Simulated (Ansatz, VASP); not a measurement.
## NiMoIrPdW: VASP beside Ansatz

The input INCAR:

```
PREC = Accurate ; ENCUT = 520
EDIFF = 1E-6 ; ISMEAR = -1
SIGMA = 0.05 ; LREAL = False
LASPH = True ; NELM = 150
ALGO = Normal ; ISIF = 2
LWAVE = False ; LCHARG = False
ISPIN = 2 ; MAGMOM = 1 1 0 0.6 0
LORBIT = 11 ; LMAXMIX = 4
GGA = PS ; NBANDS = 40
```

File KPOINTS:

```
regular mesh
0
Gamma
  11 11 3
```

POSCAR

```
NiMoIrPdW
1.0
    2.7607800000      0.0000000000      0.0000000000
   -1.3803900000      2.3909000000      0.0000000000
    0.0000000000      0.0000000000     11.3405100000
Ni Mo Pd Ir W
1 1 1 1 1
Direct
    0.0000000000      0.0000000000      0.7091700000
    0.6666700000      0.3333300000      0.2942500000
    0.6666700000      0.3333300000      0.8990100000
    0.0000000000      0.0000000000      0.1060400000
    0.6666700000      0.3333300000      0.5292100000
```

The input input.yaml:

```yaml
crystal:
  lattice:
    - [2.76078, 0.0, 0.0]
    - [-1.38039, 2.3909, 0.0]
    - [0.0, 0.0, 11.34051]
  atoms:
    - { symbol: Ni, position: [0.0, 0.0, 0.70917], spin: 1.0 }
    - { symbol: Mo, position: [0.66667, 0.33333, 0.29425], spin: 1.0 }
    - { symbol: Pd, position: [0.66667, 0.33333, 0.89901] }
    - { symbol: Ir, position: [0.0, 0.0, 0.10604], spin: 0.6 }
    - { symbol: W, position: [0.66667, 0.33333, 0.52921] }
hamiltonian:
  xc: pbesol
  pseudopotentials: { kind: paw }
magnetization:
  spin_polarized: true
kpoints:
  mp_grid: { grid: [11, 11, 3] }
  band_path:
    path:
      - [[0.0, 0.0, 0.0], [0.5, 0.0, 0.0], [0.3333333333, 0.3333333333, 0.0], [0.0, 0.0, 0.0], [0.0, 0.0, 0.5], [0.5, 0.0, 0.5], [0.3333333333, 0.3333333333, 0.5], [0.0, 0.0, 0.5]]
      - [[0.5, 0.0, 0.5], [0.5, 0.0, 0.0]]
      - [[0.3333333333, 0.3333333333, 0.0], [0.3333333333, 0.3333333333, 0.5]]
    npoints: 14
scf:
  occupations: { method: fermi_dirac, width: 0.05 }
  n_extra_bands: 12
output:
  forces: true
  stress: true
  eigenvalues: true
  fatbands: false
  write_density: true
  write_potential: true
  elf: true
  volumetric_format: npy
```

Alike in both runs: functional PBEsol; k mesh 11 × 11 × 3; occupations fermi-dirac, width 0.05 eV; collinear spin.

```csv
,VASP,Ansatz
version,VASP 6.6.1,Ansatz 0.2.0
potentials or method,"VASP PAW PBE potentials, release 64 (Ni, Mo_sv, Pd, Ir, W_sv)",Ansatz PAW
plane-wave cutoff (eV),520,420
valence electrons in the cell,57,81
task,single point,band structure
```

|  | VASP | Ansatz | Ansatz less VASP |
| --- | --- | --- | --- |
| gap on the k mesh at the Fermi level (eV) | none | none | - |
| pressure (GPa) | -8.5 | -9.0 | -0.54 |
| traceless stress, the component that is largest in VASP (GPa) | 0.06 | 0.10 | +0.049 |
| rms of the force components (eV/Å) | 0.054 | 0.047 | -0.0064 |
| net moment per atom (μB) | 0.00 | 0.00 | 0.000 |

VASP's potentials were made for PBE, not for PBEsol. Atom by atom the forces differ by 0.013 eV/Å (rms over components). A gap of «none» marks a metal or a gap that the smearing closes. VASP's potentials hold 57 valence electrons a cell and Ansatz's 81, so a difference there can come from the potentials and not from the codes.

Spin-orbit coupling is off throughout.
